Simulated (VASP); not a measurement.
A run of VASP 6.6.1 is set up as follows.

INCAR

```
ALGO = Normal
EDIFF = 1E-6
ENCUT = 520
GGA = PE
ISIF = 2
ISMEAR = -1
LASPH = T
LCHARG = F
LREAL = F
LWAVE = F
NBANDS = 14
NELM = 80
PREC = Accurate
SIGMA = 0.05
```

KPOINTS

```
k-points
0
Gamma
  6 6 6
```

POSCAR

```
NaF
1.0
    0.0000000000      2.3200000000      2.3200000000
    2.3200000000      0.0000000000      2.3200000000
    2.3200000000      2.3200000000      0.0000000000
Na F
1 1
Direct
    0.0000000000      0.0000000000      0.0000000000
    0.5000000000      0.5000000000      0.5000000000
```

Potentials or basis: VASP PAW PBE potentials, release 64 (Na_pv, F).

Launch:

```sh
$ cat potpaw_PBE.64/Na_pv/POTCAR potpaw_PBE.64/F/POTCAR > POTCAR
$ mpirun -np 1 vasp_std > vasp.out
```

(1) What does it give for the band gap on the k mesh?

(2) Estimate the pressure.

Answers

(1) 6.28 eV.

(2) 1.8 GPa.
